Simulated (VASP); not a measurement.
**ZnSe: single point with r2SCAN**

Crystal: ZnSe.

```
Zn Se
1.0
     0.00000    2.94572    2.69369
     2.94572    0.00000    2.69369
     2.94572    2.94572    0.00000
Zn Se
1 1
Direct
  0.00000 0.00000 0.00000
  0.25000 0.25000 0.25000
```

This cell differs from its parent crystal: epitaxial xy strain +4.0%.

| Property | Result |
| --- | --- |
| Program | VASP 6.6.1 |
| Task | single point |
| Functional | r2SCAN |
| Potentials or basis | VASP PAW PBE potentials, release 64 (Zn, Se) |
| Cutoff | 520 eV |
| k mesh | 8 × 8 × 8 |
| Occupations | fermi-dirac, width 0.02 eV |
| Spin | non-collinear spin, zero start, spin-orbit coupling |
| Starting moments | [[0.0, 0.0, 0.0], [0.0, 0.0, 0.0]] μB |
| Dipole correction | no |
| Further INCAR settings | ALGO = Normal; EDIFF = 1e-06; NBANDS = 30 |

```yaml
Pressure: -1.7 GPa
Net_moment: 0.00 μB per cell
Valence_electrons_inside_the_program's_atomic_spheres: Zn 10.72; Se 3.92
```

Stress tensor (GPa, compression positive):
```
-2.70  0.00  0.00
 0.00 -2.70  0.00
 0.00  0.00  0.16
```

Moments on the atoms (μB; x, y, z):
```
Zn  0.00 0.00 0.00
Se  0.00 0.00 0.00
```

Wall time 14 min on 1 thread of Intel(R) Xeon(R) 6975P-C (Granite Rapids) (shared host), peak memory 0.45 GiB.

Caveat: the cell differs from its parent crystal (epitaxial xy strain +4.0%); the PAW data sets were made with another functional, which shifts forces and pressure a little.
